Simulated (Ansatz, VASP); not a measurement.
**ZnO in VASP and in Ansatz**

INCAR

```
SYSTEM = ZnO
ALGO     = Normal         ! electronic algorithm
EDIFF    = 1E-6           ! SCF threshold, eV
ENCUT    = 520            ! plane-wave cutoff, eV
GGA      = PE             ! functional
ISIF     = 2              ! what is computed and relaxed
ISMEAR   = 0              ! smearing method
LASPH    = .True.         ! aspherical terms in the spheres
LCHARG   = .False.        ! write CHGCAR
LREAL    = .False.        ! projectors in reciprocal space
LWAVE    = .False.        ! write WAVECAR
NBANDS   = 26             ! bands
NELM     = 60             ! most SCF steps
PREC     = Accurate       ! precision mode
SIGMA    = 0.02           ! smearing width, eV
```

The input KPOINTS:

```
k-points
0
Gamma
  12 12 6
  0 0 0
```

File POSCAR:

```
ZnO
1.0
    3.3450917884      0.0000000000      0.0000000000
   -1.6725458942      2.8969344667      0.0000000000
    0.0000000000      0.0000000000      4.9756391749
Zn O
2 2
Direct
    0.6666666671      0.3333333329      0.4889495637
    0.3333333329      0.6666666671     -0.0110504363
    0.6666666662      0.3333333338      0.8913604363
    0.3333333338      0.6666666662      0.3913604363
```

Input for Ansatz:

```yaml
crystal:
  lattice:
    - [3.3450917884, 0.0, 0.0]
    - [-1.6725458942, 2.8969344667, 0.0]
    - [0.0, 0.0, 4.9756391749]
  atoms:
    - { symbol: Zn, position: [0.6666666671, 0.3333333329, 0.4889495637] }
    - { symbol: Zn, position: [0.3333333329, 0.6666666671, -0.0110504363] }
    - { symbol: O, position: [0.6666666662, 0.3333333338, 0.8913604363] }
    - { symbol: O, position: [0.3333333338, 0.6666666662, 0.3913604363] }
basis:
  ecutwfc: 420
kpoints:
  mp_grid: { grid: [12, 12, 6] }
  band_path: { path: [VBM, CBM], npoints: 2 }
hamiltonian:
  xc: pbe
scf:
  occupations: { method: gaussian, width: 0.02 }
output:
  forces: true
  stress: true
  eigenvalues: true
checkpoint:
  read: start.run
  write: ck
  compress: false
  write_wavefunctions: false
  write_every: 100000
```

Alike in both runs: task single point; functional PBE; k mesh 12 × 12 × 6; occupations gaussian, width 0.02 eV; no spin polarisation.

|  | VASP | Ansatz |
| --- | --- | --- |
| version | VASP 6.6.1 | Ansatz 0.2.0 |
| potentials or method | VASP PAW PBE potentials, release 64 (Zn, O), cutoff 520 eV | scalar-relativistic, plane waves, PAW |
| valence electrons in the cell | 36 | 36 |

```tsv
	VASP	Ansatz	Ansatz less VASP
gap on the k mesh at the Fermi level (eV)	0.83	0.85	+0.016
least direct gap on the mesh (eV)	0.83	0.85	+0.016
pressure (GPa)	3.3	2.3	-1.00
traceless stress, the component that is largest in VASP (GPa)	4.50	4.51	+0.011
rms of the force components (eV/Å)	0.008	0.000	-0.0082
```

Atom by atom the forces differ by 0.008 eV/Å (rms over components).
